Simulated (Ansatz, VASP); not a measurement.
Given: the input of a run of Ansatz 0.2.0 on SnTe.

The input input.yaml:

```yaml
crystal:
  lattice:
    - [0.0, 3.1923133075, 3.1923133075]
    - [3.1923133075, 0.0, 3.1923133075]
    - [3.1923133075, 3.1923133075, 0.0]
  atoms:
    - { symbol: Te, position: [0.5, 0.5, 0.5] }
    - { symbol: Sn, position: [0.0, 0.0, 0.0] }
hamiltonian:
  xc: blyp
  pseudopotentials: { kind: paw }
  dispersion: d4
kpoints:
  mp_grid: { grid: [7, 7, 7] }
scf:
  occupations: { method: fermi_dirac, width: 0.05 }
output:
  forces: true
  stress: true
  eigenvalues: true
```

Potentials or basis: Ansatz PAW.

The run is started by

```console
$ ansatz run input.yaml --threads 2 --pin off --max-ram 5120MiB --backend cpu --events-out ev --progress --plain --runs-dir out
```

Task: Translate it to VASP 6.6.1. Potentials there: VASP PAW PBE potentials, release 64 (Te, Sn_d).

Result: As run (the cutoff follows the program's own potentials):

The input INCAR:

```
PREC = Accurate ; ENCUT = 520
EDIFF = 1E-6 ; ISMEAR = -1
SIGMA = 0.05 ; LREAL = F
LASPH = T ; NELM = 60
ALGO = Normal ; ISIF = 2
LWAVE = F ; LCHARG = F
GGA = B5 ; ALDAX = 1.0
AGGAX = 1.0 ; AGGAC = 1.0
ALDAC = 0.0 ; IVDW = 13
VDW_S6 = 1.0 ; VDW_S8 = 2.34076671
VDW_A1 = 0.44488865 ; VDW_A2 = 4.0933009
NBANDS = 17
```

Contents of KPOINTS:

```
Automatic mesh
0
Gamma
  7 7 7
```

The input POSCAR:

```
SnTe
1.0
    0.0000000000      3.1923133075      3.1923133075
    3.1923133075      0.0000000000      3.1923133075
    3.1923133075      3.1923133075      0.0000000000
Te Sn
1 1
Direct
    0.5000000000      0.5000000000      0.5000000000
    0.0000000000      0.0000000000      0.0000000000
```

Potentials or basis: VASP PAW PBE potentials, release 64 (Te, Sn_d).

Run with:

```bash
$ cat potpaw_PBE.64/Te/POTCAR potpaw_PBE.64/Sn_d/POTCAR > POTCAR
$ mpirun -np 1 vasp_std > vasp.out
```

Both were run:

|  | VASP | Ansatz | Ansatz less VASP |
| --- | --- | --- | --- |
| pressure (GPa) | 0.1 | 0.0 | -0.08 |

VASP's potentials were made for PBE, not for BLYP. VASP's potentials hold 20 valence electrons a cell and Ansatz's 30, so a difference there can come from the potentials and not from the codes.

Spin-orbit coupling is off throughout.
